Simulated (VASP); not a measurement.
Write the native input for VASP 6.6.1 that does the following.

| Quantity | Value |
| --- | --- |
| Task | single point |
| Functional | PBE |
| Dispersion | D3(BJ) |
| Potentials or basis | VASP PAW PBE potentials, release 64 (N_h) |
| Cutoff | 910 eV |
| k mesh | 1 × 1 × 1 |
| Occupations | fermi-dirac, width 0.05 eV |
| Spin | no spin polarisation |
| Dipole correction | no |
| Further INCAR settings | LREAL = Auto; ALGO = Normal; EDIFF = 1e-06; NBANDS = 78 |

The structure of N lies in POSCAR:

```
N
1.0
    8.8620950000      0.0000000000      0.0000000000
    0.0000000000      8.8620950000      0.0000000000
    0.0000000000      0.0000000000      8.8620950000
N
24
Direct
    0.1500886641      0.3837467326      0.3268753043
    0.1787951946      0.4219544024      0.2087203985
   -0.0919647104      1.0448770861      0.2452241823
   -0.1583824141      0.9381416020      0.2409926772
    0.7980844259      0.5800095801      0.5425692232
    0.8503181246      0.5962021396      0.4253170385
    0.0666659520      0.9111728096      0.5063136877
    0.1467598801      0.8200656842      0.5432462640
    0.7246706337      0.9000354882      0.8657997911
    0.8334146723      0.8878374696      0.8106548169
    0.4982794700      0.6859777513      0.3328445475
    0.4137734926      0.7624043750      0.2851808743
    0.7334383123      0.3534265882      0.7235760844
    0.7774121131      0.2516447860      0.6614350219
    0.8517850463      0.5037860686      1.0658314992
    0.9111163895      0.5598450479      0.9710683535
    0.5739387808      0.3186041224      0.1522664788
    0.6094382874      0.2970967926      0.2657610870
    0.4871534327     -0.0099299319      0.6024083470
    0.5675520292      0.0176256292      0.5135805924
    0.4706674889      0.5520590786      0.9007463811
    0.4248882460      0.6009188572      0.7977684735
    0.1437357645      0.8072019088      1.0119051985
    0.1794496674      0.9248603180      0.9815963381
```

One way to write it, as run:

INCAR

```
PREC = Accurate ; ENCUT = 910
EDIFF = 1E-6 ; ISMEAR = -1
SIGMA = 0.05 ; LREAL = Auto
LASPH = T ; NELM = 120
ALGO = Normal ; ISIF = 2
LWAVE = F ; LCHARG = F
GGA = PE ; IVDW = 12
NBANDS = 78 ; GGA_COMPAT = F
```

KPOINTS

```
Automatic mesh
0
Gamma
  1 1 1
```

Potentials or basis: VASP PAW PBE potentials, release 64 (N_h).

The run is started by

```sh
$ cat potpaw_PBE.64/N_h/POTCAR > POTCAR
$ mpirun -np 1 vasp_gam > vasp.out
```

Results of the run:

```yaml
Pressure: -0.6 GPa
Largest_force: 5.628 eV/Å
Dispersion_energy_per_atom: -0.043 eV
```

Caveat: the k points lie up to 0.71 Å⁻¹ apart; the cutoff is under 1.25 times the usual one of these potentials, so pressure, stress and relaxed cells hold a basis-set (Pulay) error.

It took 2.1 min on 1 thread of AMD EPYC 9R45 96-Core Processor (Zen 5), with other jobs on the host, peak memory 1.1 GiB.
